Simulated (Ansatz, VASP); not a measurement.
# Two plane-wave programs on SrTeO

Contents of INCAR:

```
ALGO = Normal
EDIFF = 1E-7
ENCUT = 520
GGA = CA
ISIF = 2
ISMEAR = 0
LASPH = True
LCHARG = True
LELF = True
LREAL = False
LVHAR = True
LWAVE = False
NBANDS = 18
NELM = 100
PREC = Accurate
SIGMA = 0.1
```

Contents of KPOINTS:

```
k-points
0
Gamma
  6 6 6
```

POSCAR

```
SrTeO
1.0
   -2.0312406015      2.0312406015      3.7477819549
    2.0312406015     -2.0312406015      3.7477819549
    2.0312406015      2.0312406015     -3.7477819549
Sr Te O
1 1 1
Direct
    0.0000000000      0.0000000000      0.0000000000
    0.3970000000      0.3970000000      0.0000000000
    0.6030000000      0.6030000000      0.0000000000
```

Input for Ansatz:

```yaml
crystal:
  lattice:
    - [-2.0312406015, 2.0312406015, 3.7477819549]
    - [2.0312406015, -2.0312406015, 3.7477819549]
    - [2.0312406015, 2.0312406015, -3.7477819549]
  atoms:
    - { symbol: Sr, position: [0.0, 0.0, 0.0] }
    - { symbol: Te, position: [0.397, 0.397, 0.0] }
    - { symbol: O, position: [0.603, 0.603, 0.0] }
basis:
  ecutwfc: 420
kpoints:
  mp_grid: { grid: [6, 6, 6] }
hamiltonian:
  xc: lda
scf:
  occupations: { method: gaussian, width: 0.1 }
output:
  forces: true
  stress: true
  eigenvalues: true
```

Alike in both runs: task single point; functional LDA; k mesh 6 × 6 × 6; occupations gaussian, width 0.1 eV; no spin polarisation.

```csv
,VASP,Ansatz
version,VASP 6.6.1,Ansatz 0.2.0
potentials or method,"VASP PAW LDA potentials, release 64 (Sr_sv, Te, O), cutoff 520 eV","scalar-relativistic, plane waves, PAW"
valence electrons in the cell,22,32
```

```tsv
	VASP	Ansatz	Ansatz less VASP
gap on the k mesh at the Fermi level (eV)	none	none	-
rms of the force components (eV/Å)	12.144	11.974	-0.1706
```

LDA's correlation is that of Perdew and Zunger in VASP and of Perdew and Wang (1992) in Ansatz. Atom by atom the forces differ by 0.171 eV/Å (rms over components). A gap of «none» marks a metal or a gap that the smearing closes. VASP's potentials hold 22 valence electrons a cell and Ansatz's 32, so a difference there can come from the potentials and not from the codes.

The k mesh is coarse, so the values compare programs but aren't converged. Neither program's run includes spin-orbit coupling.
